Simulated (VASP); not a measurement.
Set up this calculation in VASP 6.6.1, as the native input.

- Task: single point
- Functional: PBE
- Potentials or basis: VASP PAW PBE potentials, release 64 (Hf_pv, C)
- Cutoff: 520 eV
- k mesh: 2 × 2 × 2
- Occupations: gaussian, width 0.05 eV
- Spin: collinear spin
- Dipole correction: no
- Further INCAR settings: LREAL = Auto; ALGO = Normal; EDIFF = 1e-07; NBANDS = 133

The structure of HfC47 (a cell with a defect) lies in POSCAR:

```
HfC47
1.0
    3.7050000000     -2.1390830000     -6.7900000000
    3.7050000000     -2.1390830000      6.7900000000
   -7.4100000000     -4.2781650000      0.0000000000
Hf C
1 47
Direct
    0.1578845706     -0.0314299201      0.0624246585
    0.5099336742      0.5326638754      0.0163852032
    0.6852005099      0.6842612575      0.8470775833
    0.1767202836      0.2027814116      0.8466879232
    0.3399476409      0.3687733401      0.6833357914
    0.8502754468      0.8498078145      0.6819736576
    0.0055517631      0.0328150194      0.5185472512
    0.5093322372      0.5260932994      0.5149284447
    0.6721446750      0.7001810680      0.3515912012
    0.1683288683      0.2020931074      0.3537727126
    0.3414111796      0.3716859510      0.1823726289
    0.8352021984      0.8637947487      0.1868659636
    0.7286063210      0.2277977315     -0.0190302684
    0.2414076286      0.7127611960     -0.0198746430
    0.3982913965      0.8914984892      0.8134511333
    0.8962295823      0.3913184705      0.8136629065
    0.0624397715      0.5593645335      0.6466602814
    0.5609503357      0.0623733066      0.6475792808
    0.7292224632      0.2281101894      0.4813681423
    0.2269252178      0.7296513859      0.4811186677
    0.4004612611      0.8894165764      0.3152537795
    0.8928585684      0.3965164821      0.3142933388
    0.0632079165      0.5577814237      0.1476444186
    0.5683194532      0.0565028764      0.1477370521
    0.1878617304      0.2087441602      0.0131313692
    0.6789148615      0.6917863679      0.0162598360
    0.8635955059      0.8240577105      0.8409656590
    0.3414681897      0.3696062187      0.8484507643
    0.5101183689      0.5281692614      0.6819243933
    1.0119430730      0.0261959701      0.6825352652
    0.1706858016      0.2041593111      0.5204207354
    0.6757393584      0.6939062433      0.5164176220
    0.8360087000      0.8665212559      0.3527451996
    0.3398484523      0.3641899452      0.3492705740
    0.5085622630      0.5377522908      0.1845807327
    1.0033146798      0.0287213465      0.1953779329
    0.5654028913      0.0588933347     -0.0193552545
    0.0665853656      0.5537145167     -0.0193185911
    0.2342659353      0.7214431041      0.8130780079
    0.7280384685      0.2284095668      0.8141568102
    0.8956424001      0.3931039125      0.6471272761
    0.3944461899      0.8951959316      0.6474470165
    0.5631001524      0.0609972758      0.4817983197
    0.0595247521      0.5632779159      0.4810351886
    0.2298765694      0.7259619751      0.3149269723
    0.7295583952      0.2283846245      0.3146859727
    0.8940028114      0.3950376026      0.1474663299
    0.4103103257      0.8810312205      0.1486119066
```

One way to write it, as run:

INCAR

```
SYSTEM = HfC47
PREC = Accurate
ENCUT = 520
EDIFF = 1E-7
ISMEAR = 0
SIGMA = 0.05
LREAL = Auto
LASPH = .TRUE.
NELM = 150
ALGO = Normal
ISIF = 2
LWAVE = .FALSE.
LCHARG = .FALSE.
ISPIN = 2
MAGMOM = 0.5 0 0 0 0 0 0 0 0 0 0 0 0 0 0 0 0 0 0 0 0 0 0 0 0.5 0 0.5 0 0 0 0 0 0 0 0 0.5 0 0 0 0 0 0 0 0 0 0 0 0
LORBIT = 11
LMAXMIX = 4
GGA = PE
NBANDS = 133
LUSENCCL = .FALSE.
```

KPOINTS

```
regular mesh
0
G
  2 2 2
  0 0 0
```

Potentials or basis: VASP PAW PBE potentials, release 64 (Hf_pv, C).

Run with:

```bash
$ cat potpaw_PBE.64/Hf_pv/POTCAR potpaw_PBE.64/C/POTCAR > POTCAR
$ mpirun -np 1 vasp_std > vasp.out
```

Results of the run:

* Pressure: 5.3 GPa
* Largest force: 0.083 eV/Å
* Band gap on the k mesh: 0.26 eV
* Net moment: 0.00 μB per cell
* Valence electrons inside the program's atomic spheres: Hf 8.86; C 2.65, 2.63, 2.66, 2.68, 2.64, 2.67, 2.59 (each value once)

Caveat: the k points lie up to 0.48 Å⁻¹ apart; spin-orbit coupling is left out, which moves the levels of the heavy elements.

It took 6.1 min on 1 × NVIDIA H100 80GB with 1 thread of AMD EPYC 7R13 Processor (Zen 3), on a shared host, peak memory 1.9 GiB.
